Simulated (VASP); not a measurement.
Input of a VASP 6.6.1 run:

INCAR

```
  PREC = Accurate
  ENCUT = 520
  EDIFF = 1E-6
  ISMEAR = 0
  SIGMA = 0.15
  LREAL = F
  LASPH = T
  NELM = 80
  ALGO = Fast
  ISIF = 2
  LWAVE = F
  LCHARG = F
  GGA = PS
  NBANDS = 18
```

File KPOINTS:

```
regular mesh
0
Gamma
  24 24 14
```

Contents of POSCAR:

```
Ag
1.0
    2.9817451752      0.0000000000      0.0000000000
   -1.4908725876      2.5822670693      0.0000000000
    0.0000000000      0.0000000000      4.3154577346
Ag
2
Direct
    0.3333333333      0.6666666667      0.2500000000
    0.6666666667      0.3333333333      0.7500000000
```

Potentials or basis: VASP PAW PBE potentials, release 64 (Ag).

The run is started by

```bash
$ cat potpaw_PBE.64/Ag/POTCAR > POTCAR
$ mpirun -np 1 vasp_std > vasp.out
```

(1) Predict the band gap on the k mesh.

(2) Estimate the pressure.

## Answers

(1) zero (bands 11 and 12 overlap by 6.93 eV).

(2) 2.3 GPa.

Caveat: the cell differs from its parent crystal (strain +0.040 along x and y, -0.080 along z); the stress differs along the axes, from -2 to 10 GPa; the PAW data sets were made with another functional, which shifts forces and pressure a little.
